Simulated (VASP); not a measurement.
Here is a VASP 6.6.1 calculation.

Contents of INCAR:

```
SYSTEM = Mg
PREC = Accurate
ENCUT = 520
EDIFF = 1E-7
ISMEAR = 0
SIGMA = 0.1
LREAL = .FALSE.
LASPH = .TRUE.
NELM = 100
ALGO = Fast
ISIF = 2
LWAVE = .FALSE.
LCHARG = .TRUE.
GGA = PE
LELF = .TRUE.
LVHAR = .TRUE.
NBANDS = 9
```

Contents of KPOINTS:

```
regular mesh
0
G
  18 18 8
  0 0 0
```

POSCAR

```
Mg
1.0
    3.2088450500     -0.0000000029      0.0000000000
   -1.6044225225      2.7789413316      0.0000000000
    0.0000000000      0.0000000000      5.1459161596
Mg
2
Direct
    0.3333333333      0.6666666667      0.2500000000
    0.6666666667      0.3333333333      0.7500000000
```

Potentials or basis: VASP PAW PBE potentials, release 64 (Mg).

The run is started by

```bash
$ cat potpaw_PBE.64/Mg/POTCAR > POTCAR
$ mpirun -np 1 vasp_std > vasp.out
```

Problem. Predict the band gap on the k mesh.

Solution. Zero (bands 2 and 3 overlap by 2.15 eV).

Problem. What does it give for the pressure?

Solution. -0.1 GPa.
